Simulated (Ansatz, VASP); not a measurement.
# CdSe: VASP beside Ansatz

File INCAR:

```
ALGO     = Normal         # electronic algorithm
EDIFF    = 1E-7           # SCF threshold, eV
ENCUT    = 520            # plane-wave cutoff, eV
GGA_COMPAT= False        
ISIF     = 2              # what is computed and relaxed
ISMEAR   = -1             # smearing method
LASPH    = True           # aspherical terms in the spheres
LCHARG   = False          # write CHGCAR
LNONCOLLINEAR= True           # non-collinear magnetism
LORBIT   = 11             # projections on sites
LORBMOM  = True         
LREAL    = False          # projectors in reciprocal space
LSORBIT  = True           # spin-orbit coupling
LWAVE    = False          # write WAVECAR
MAGMOM   = 0 0 0 0 0 0    # initial moments
NBANDS   = 30             # bands
NELM     = 150            # most SCF steps
PREC     = Accurate       # precision mode
SIGMA    = 0.05           # smearing width, eV
```

Contents of KPOINTS:

```
k-points
0
Gamma
  6 6 6
```

Contents of POSCAR:

```
CdSe
1.0
    0.0000000000      3.0702711986      3.0702711986
    3.0702711986      0.0000000000      3.0702711986
    3.0702711986      3.0702711986      0.0000000000
Cd Se
1 1
Direct
    0.0000000000      0.0000000000      0.0000000000
    0.2500000000      0.2500000000      0.2500000000
```

File input.yaml:

```yaml
crystal:
  lattice:
    - [0.0, 3.0702711986, 3.0702711986]
    - [3.0702711986, 0.0, 3.0702711986]
    - [3.0702711986, 3.0702711986, 0.0]
  atoms:
    - { symbol: Cd, position: [0.0, 0.0, 0.0] }
    - { symbol: Se, position: [0.25, 0.25, 0.25] }
hamiltonian:
  xc: lda
  pseudopotentials: { kind: paw_fr }
magnetization:
  noncollinear: true
  spin_orbit: true
kpoints:
  mp_grid: { grid: [6, 6, 6] }
  band_path:
    path:
      - [[0.0, 0.0, 0.0], [0.5, 0.0, 0.5], [0.5, 0.25, 0.75], [0.375, 0.375, 0.75], [0.0, 0.0, 0.0], [0.5, 0.5, 0.5], [0.625, 0.25, 0.625], [0.5, 0.25, 0.75], [0.5, 0.5, 0.5], [0.375, 0.375, 0.75]]
      - [[0.625, 0.25, 0.625], [0.5, 0.0, 0.5]]
    npoints: 14
scf:
  occupations: { method: fermi_dirac, width: 0.05 }
  n_extra_bands: 6
output:
  forces: true
  stress: true
  eigenvalues: true
  fatbands: false
```

Alike in both runs: functional LDA; k mesh 6 × 6 × 6; occupations fermi-dirac, width 0.05 eV; non-collinear spin, spin-orbit coupling.

```csv
,VASP,Ansatz
version,VASP 6.6.1,Ansatz 0.2.0
potentials or method,"VASP PAW LDA potentials, release 64 (Cd, Se)",Ansatz PAW
plane-wave cutoff (eV),520,420
valence electrons in the cell,18,36
task,single point,band structure
```

Ansatz gave:

| Item | Value |
| --- | --- |
| pressure (GPa) | -3.3 |
| net moment per atom (μB) | 0.00 |

**Question.** Estimate VASP's values.

**Answer.** Pressure (GPa): -2.9; net moment per atom (μB): 0.00.

LDA's correlation is that of Perdew and Zunger in VASP and of Perdew and Wang (1992) in Ansatz. VASP's potentials hold 18 valence electrons a cell and Ansatz's 36, so a difference there can come from the potentials and not from the codes.
